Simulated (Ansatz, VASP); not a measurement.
# One calculation of I, two programs

```xyz
1
Lattice="-1.5990 1.5990 4.4722 1.5990 -1.5990 4.4722 1.5990 1.5990 -4.4722" Properties=species:S:1:pos:R:3 pbc="T T T"
I     0.0000    0.0000    0.0000
```

Alike in both runs: task single point; functional PBEsol; k mesh 18 × 18 × 18; occupations gaussian, width 0.1 eV; no spin polarisation.

```csv
,VASP,Ansatz
version,VASP 6.6.1,Ansatz 0.2.0
potentials or method,"VASP PAW PBE potentials, release 64 (I), cutoff 520 eV","scalar-relativistic, plane waves, PAW"
valence electrons in the cell,7,17
```

Ansatz gave:

```
gap on the k mesh at the Fermi level (eV)                     : none
pressure (GPa)                                                : -0.6
traceless stress, the component that is largest in VASP (GPa) : 0.14
```

Question: What did VASP give for the same quantities?

Answer: gap on the k mesh at the Fermi level (eV): none; pressure (GPa): -0.6; traceless stress, the component that is largest in VASP (GPa): 0.15.

VASP's potentials were made for PBE, not for PBEsol. A gap of «none» marks a metal or a gap that the smearing closes. The functional is the same, so the differences come from potentials, cutoffs and numerics. VASP's potentials hold 7 valence electrons a cell and Ansatz's 17, so a difference there can come from the potentials and not from the codes.

Spin-orbit coupling is off throughout.
